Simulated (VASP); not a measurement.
## PrBi3H: single point with PBE

PrBi3H:

```
Pr Bi H
1.0
     5.04204    0.00000    0.00000
     0.00000    5.04204    0.00000
     0.00000    0.00000    5.04204
Pr Bi H
1 3 1
Direct
  0.50000 0.50000 0.50000
  0.50000 0.00000 0.00000
  0.00000 0.50000 0.00000
  0.00000 0.00000 0.50000
  0.00000 0.00000 0.00000
```

The cell was built from a structure type or drawn by symmetry, and may not be a known phase.

```
Program             : VASP 6.6.1
Task                : single point
Functional          : PBE
Potentials or basis : VASP PAW PBE potentials, release 64 (Pr_3, Bi_d, H), 4f in core
Cutoff              : 500 eV
k mesh              : 8 × 8 × 8
Occupations         : gaussian, width 0.1 eV
Spin                : no spin polarisation
```

| Item | Value |
| --- | --- |
| Pressure | 0.0 GPa |
| Band gap on the k mesh | zero (an odd number of electrons rules out a gap without spin polarisation) |

Levels at points of the mesh, in eV from the Fermi level:
```csv
k point,band 26,band 27,band 28,band 29,band 30,band 31,band 32,band 33
"(0.00, 0.00, 0.00)",-3.00,-0.03,-0.03,-0.03,0.41,0.41,0.79,0.79
"(0.50, 0.00, 0.00)",-2.60,-2.37,-1.39,-1.39,0.69,0.69,0.91,1.43
"(0.50, 0.50, 0.00)",-2.41,-1.70,-1.36,-1.36,0.87,0.99,1.28,2.73
"(0.50, 0.50, 0.50)",-3.98,0.95,1.80,1.80,1.80,1.84,1.84,2.24
```

Wall time 2.9 min on 1 thread of AMD EPYC 7R43 64-Core Processor (Zen 3) (shared host), peak memory 0.28 GiB.

Caveat: spin-orbit coupling is left out, which moves the levels of the heavy elements; the 4f electrons are frozen in the core, so they carry no moment and show no levels. Spin polarisation is off, so any magnetic state and its effect on volume and gap are missing.
